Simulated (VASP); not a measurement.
# BiTe in VASP: single point with RPBE+D3(BJ)

Aim: the single point of BiTe with RPBE+D3(BJ).

All numbers are computed with VASP 6.6.1; they aren't measurements. Logs are shortened: lines on timing, memory, paths and dates and some standing lists are left out, and cuts for length are marked.

### Step 1. The cell of the first run

The typed cell holds 2 atoms: a = 3.520 Å, b = 3.520 Å, c = 3.520 Å, α = 90.00°, β = 90.00°, γ = 90.00°.

### Step 2. Single point, RPBE+D3(BJ)

INCAR reads:

```
SYSTEM = BiTe
PREC = Accurate
ENCUT = 520
EDIFF = 1E-6
ISMEAR = -1
SIGMA = 0.05
LREAL = .False.
LASPH = .True.
NELM = 80
ALGO = Normal
ISIF = 2
LWAVE = .False.
LCHARG = .False.
GGA = RP
IVDW = 12
NBANDS = 18
```

KPOINTS reads:

```
Automatic mesh
0
Gamma
  7 7 7
  0 0 0
```

POSCAR reads:

```
BiTe
1.0
    2.4889102099      1.4369729797      2.0324414529
   -2.4889102099      1.4369729797      2.0324414529
    0.0000000000     -2.8739459594      2.0324414529
Bi Te
1 1
Direct
    0.5000000000      0.5000000000      0.5000000000
    0.0000000000      0.0000000000      0.0000000000
```

Potentials or basis: VASP PAW PBE potentials, release 64 (Bi_d, Te).

Command:

```
cat potpaw_PBE.64/Bi_d/POTCAR potpaw_PBE.64/Te/POTCAR > POTCAR
mpirun -np 1 vasp_std > vasp.out
```

OUTCAR:

```text
SYSTEM = BiTe
   PREC = Accurate
   ENCUT = 520
   EDIFF = 1E-6
   ISMEAR = -1
   LREAL = .False.
   LASPH = .True.
   NELM = 80
   ISIF = 2
   GGA = RP
   IVDW = 12
 IVDW          = 12

 ion  position               nearest neighbor table
   1  0.500  0.500  0.500-   2 3.05   2 3.05   2 3.05   2 3.05   2 3.05   2 3.05   2 3.05   2 3.05

   2  0.000  0.000  0.000-   1 3.05   1 3.05   1 3.05   1 3.05   1 3.05   1 3.05   1 3.05   1 3.05

  LATTYP: Found a trigonal (rhomboedric) cell.
 ALAT       =     3.5199976757
 COS(alpha) =     0.0000835786

  Lattice vectors:

 A1 = (   2.4889102099,   1.4369729797,   2.0324414529)
 A2 = (  -2.4889102099,   1.4369729797,   2.0324414529)
 A3 = (   0.0000000000,  -2.8739459594,   2.0324414529)

Analysis of symmetry for initial positions (statically):
=====================================================================
 Subroutine PRICEL returns:
 Original cell was already a primitive cell.

 Routine SETGRP: Setting up the symmetry group for a
 trigonal (rhombohedral) supercell.

 Subroutine GETGRP returns: Found 12 space group operations
 (whereof 12 operations were pure point group operations)
 out of a pool of 12 trial point group operations.

The static configuration has the point symmetry D_3d.

Analysis of symmetry for dynamics (positions and initial velocities):
=====================================================================
 Subroutine PRICEL returns:
 Original cell was already a primitive cell.

 Routine SETGRP: Setting up the symmetry group for a
 trigonal (rhombohedral) supercell.

 Subroutine GETGRP returns: Found 12 space group operations
 (whereof 12 operations were pure point group operations)
 out of a pool of 12 trial point group operations.

The dynamic configuration has the point symmetry D_3d.

 Subroutine INISYM returns: Found 12 space group operations
 (whereof 12 operations are pure point group operations),
 and found     1 'primitive' translations

----------------------------------------------------------------------------------------

                                     Primitive cell

  volume of cell :      43.6141

  direct lattice vectors                    reciprocal lattice vectors
     2.488910210  1.436972980  2.032441453     0.200891136  0.115984552  0.164006364
    -2.488910210  1.436972980  2.032441453    -0.200891136  0.115984552  0.164006364
     0.000000000 -2.873945959  2.032441453     0.000000000 -0.231969103  0.164006364

  length of vectors
     3.519997676  3.519997676  3.519997676     0.284091099  0.284091099  0.284091099

  position of ions in fractional coordinates (direct lattice)
     0.500000000  0.500000000  0.500000000
     0.000000000  0.000000000  0.000000000

  ion indices of the primitive-cell ions
   primitive index   ion index
                 1           1
                 2           2

----------------------------------------------------------------------------------------

 KPOINTS: Automatic mesh

Automatic generation of k-mesh.
 Grid dimensions read from file:
 generate k-points for:    7    7    7

 Generating k-lattice:

  Cartesian coordinates                     Fractional coordinates (reciprocal lattice)
     0.028698734  0.016569222  0.023429481     0.142857143  0.000000000 -0.000000000
    -0.028698734  0.016569222  0.023429481     0.000000000  0.142857143 -0.000000000
     0.000000000 -0.033138443  0.023429481    -0.000000000 -0.000000000  0.142857143

  Length of vectors
     0.040584443  0.040584443  0.040584443

  Shift w.r.t. Gamma in fractional coordinates (k-lattice)
     0.000000000  0.000000000  0.000000000

 Subroutine IBZKPT returns following result:
 ===========================================

 Found     44 irreducible k-points:

 Following reciprocal coordinates:
            Coordinates               Weight
  0.000000  0.000000  0.000000      1.000000
  0.142857  0.000000 -0.000000      6.000000
  0.285714  0.000000 -0.000000      6.000000
  0.428571  0.000000 -0.000000      6.000000
  0.142857  0.142857 -0.000000      6.000000
  0.285714  0.142857 -0.000000     12.000000
[... 16 lines left out ...]
  0.285714  0.285714  0.142857      6.000000
  0.428571  0.285714  0.142857     12.000000
 [... further k-points ...]
   k-points           NKPTS =     44   k-points in BZ     NKDIM =     44   number of bands    NBANDS=     18
   number of dos      NEDOS =    301   number of ions     NIONS =      2
   total plane-waves  NPLWV =  21952
   dimension x,y,z NGX =    28 NGY =   28 NGZ =   28
   dimension x,y,z NGXF=    56 NGYF=   56 NGZF=   56
   ions per type =               1   1
   NGX,Y,Z   is equivalent  to a cutoff of  13.22, 13.22, 13.22 a.u.
   NGXF,Y,Z  is equivalent  to a cutoff of  26.45, 26.45, 26.45 a.u.
 SYSTEM =  BiTe
   PREC   = accura    normal or accurate (medium, high low for compatibility)
   ISTART =      0    job   : 0-new  1-cont  2-samecut
   ICHARG =      2    charge: 1-file 2-atom 10-const
   ISPIN  =      1    spin polarized calculation?
   LNONCOLLINEAR =      F non collinear calculations
   LSORBIT =      F    spin-orbit coupling
   LASPH  =      T    aspherical Exc in radial PAW
   ENCUT  =  520.0 eV  38.22 Ry    6.18 a.u.   6.54  6.54  6.54*2*pi/ulx,y,z
   NELM   =     80;   NELMIN=  2; NELMDL= -5     # of ELM steps
   EDIFF  = 0.1E-05   stopping-criterion for ELM
   LREAL  =      F    real-space projection
[... 7 lines left out ...]
   TEBEG  =    0.0;   TEEND  =   0.0 temperature during run
   PSTRESS=    0.0 pullay stress
   NELECT =      21.0000    total number of electrons
   NUPDOWN=      -1.0000    fix difference up-down
   EMIN   =  10.00;   EMAX   =-10.00  energy-range for DOS
   EFERMI =   0.00;   METHOD = LEGACY
   ISMEAR =    -1;   SIGMA  =   0.05  broadening in eV -4-tet -1-fermi 0-gaus
   EFERMI_NEDOS =   21; number of points for ismear=-14 and -15
   IALGO  =     38    algorithm
   IMIX   =      4    mixing-type and parameters
     AMIX     =   0.40;   BMIX     =  1.00
     AMIX_MAG =   1.60;   BMIX_MAG =  1.00
  volume/ion in A,a.u.               =      21.81       147.16
  Fermi-wavevector in a.u.,A,eV,Ry     =   1.283135  2.424773 22.401100  1.646434
  Thomas-Fermi vector in A             =   2.415405
   LORBIT       =      0    0 simple, 1 ext, 2 COOP (PROOUT), +10 PAW based schemes
   GGA     = RP    functional components
   LHFCALC =     F    Hartree Fock is set to
   AEXX    =    0.0000 exact exchange contribution
   IVDW    =    12    specifies the selected vdW correction
   LEPSILON=     F    determine dielectric tensor
   LRPA    =     F    only Hartree local field effects (RPA)
 non-spin polarized calculation
  energy-cutoff  :      520.00
  volume of cell :       43.61
 maximum number of plane-waves:      1189
 NGX is ok and might be reduce to    28
   NGX = 13   NGY = 13   NGZ = 13

 number of electron      21.0000011 magnetization

 Free energy of the ion-electron system (eV)
  ---------------------------------------------------
  ext. energy  EPLUGINS =         0.00000000
  ---------------------------------------------------
  free energy    TOTEN  =        -4.48769183 eV

  energy without entropy =       -4.48272450  energy(sigma->0) =       -4.48520817

 E-fermi :  12.8344     XC(G=0): -11.6439

 val. band max:       12.6625766096   @ k =  -0.4286   0.4286   0.0000
 cond. band min:      12.9298820048   @ k =  -0.2857   0.2857   0.2857
 fundamental gap:      0.2673053951
 Fermi energy:        12.8343826448

 k-point     1 :       0.0000    0.0000    0.0000
  band No.  band energies     occupation
      1     -10.9001      2.00000
      2     -10.9001      2.00000
      3     -10.7458      2.00000
      4     -10.7458      2.00000
      5     -10.7458      2.00000
      6      -3.7682      2.00000
[... 10 lines left out ...]
     17      23.6070      0.00000
     18      23.6086      0.00000

 k-point     2 :       0.1429    0.0000   -0.0000
  band No.  band energies     occupation
      1     -10.8987      2.00000
      2     -10.8741      2.00000
      3     -10.7560      2.00000
      4     -10.7560      2.00000
      5     -10.7454      2.00000
      6      -3.5066      2.00000
[... 10 lines left out ...]
     17      23.0886      0.00000
     18      23.0909      0.00000

 k-point     3 :       0.2857    0.0000   -0.0000
  band No.  band energies     occupation
      1     -10.8957      2.00000
      2     -10.8157      2.00000
      3     -10.7789      2.00000
      4     -10.7788      2.00000
      5     -10.7442      2.00000
      6      -2.7225      2.00000
[... 10 lines left out ...]
     17      23.6958      0.00000
     18      23.6989      0.00000

 k-point     4 :       0.4286    0.0000   -0.0000
  band No.  band energies     occupation
      1     -10.8933      2.00000
      2     -10.7970      2.00000
      3     -10.7970      2.00000
      4     -10.7690      2.00000
      5     -10.7433      2.00000
      6      -1.4295      2.00000
[... 375 lines left out ...]
      4     -10.7644      2.00000
      5     -10.7644      2.00000
      6      -2.9824      2.00000
[... 10 lines left out ...]
     17      22.6990      0.00000
     18      24.3182      0.00000

 k-point    23 :       0.2857    0.2857    0.1429
  band No.  band energies     occupation
      1     -10.8263      2.00000
      2     -10.8207      2.00000
      3     -10.7882      2.00000
      4     -10.7838      2.00000
      5     -10.7641      2.00000
      6      -1.4311      2.00000
[... 10 lines left out ...]
     17      22.8338      0.00000
     18      22.9263      0.00000

 k-point    24 :       0.4286    0.2857    0.1429
  band No.  band energies     occupation
      1     -10.8459      2.00000
      2     -10.8161      2.00000
      3     -10.8039      2.00000
      4     -10.7823      2.00000
      5     -10.7214      2.00000
      6      -0.1989      2.00000
[... 10 lines left out ...]
     17      23.6332      0.00000
     18      24.1823      0.00000

 [... further k-points ...]

------------------------ aborting loop because EDIFF is reached ----------------------------------------

 Edisp (eV)   -7.83136

 E8    (eV) :    -5.4186

  FORCE on cell =-STRESS in cart. coord.  units (eV):
  Direction    XX          YY          ZZ          XY          YZ          ZX
  --------------------------------------------------------------------------------------
  -------------------------------------------------------------------------------------
  Total      -0.02161    -0.02161    -0.02932     0.00000    -0.00000     0.00000
  in kB      -0.79376    -0.79376    -1.07723     0.00000    -0.00000     0.00000
  external pressure =       -0.89 kB  Pullay stress =        0.00 kB

 VOLUME and BASIS-vectors are now :
 -----------------------------------------------------------------------------
  energy-cutoff  :      520.00
  volume of cell :       43.61
      direct lattice vectors                 reciprocal lattice vectors
     2.488910210  1.436972980  2.032441453     0.200891136  0.115984552  0.164006364
    -2.488910210  1.436972980  2.032441453    -0.200891136  0.115984552  0.164006364
     0.000000000 -2.873945959  2.032441453     0.000000000 -0.231969103  0.164006364

 POSITION                                       TOTAL-FORCE (eV/Angst)
 -----------------------------------------------------------------------------------
      0.00000      0.00000      3.04866        -0.000000     -0.000000      0.000000
      0.00000      0.00000      0.00000         0.000000      0.000000     -0.000000
 -----------------------------------------------------------------------------------
    total drift:                               -0.000000     -0.000000      0.000000

  FREE ENERGIE OF THE ION-ELECTRON SYSTEM (eV)
  ---------------------------------------------------
  free  energy   TOTEN  =       -12.3190562334 eV

  energy  without entropy=      -12.3140889043  energy(sigma->0) =      -12.31657257
```

Wall time 35 s (1 thread of Intel Xeon 8259CL, shared host); peak memory 0.18 GiB.

What came out:

```yaml
Free_energy: -12.3191 eV
Pressure: -0.1 GPa
Band_gap_on_the_k_mesh: zero (an odd number of electrons rules out a gap without spin polarisation)
Dispersion_energy_per_atom: -3.916 eV
```

Levels at points of the mesh, in eV from the Fermi level:
```tsv
k point	band 8	band 9	band 10	band 11	band 12	band 13
(0.00, 0.00, 0.00)	-3.61	-3.61	-3.61	2.28	2.28	6.48
```

Caveat: the PAW data sets were made with another functional, which shifts forces and pressure a little; spin-orbit coupling is left out, which moves the levels of the heavy elements.
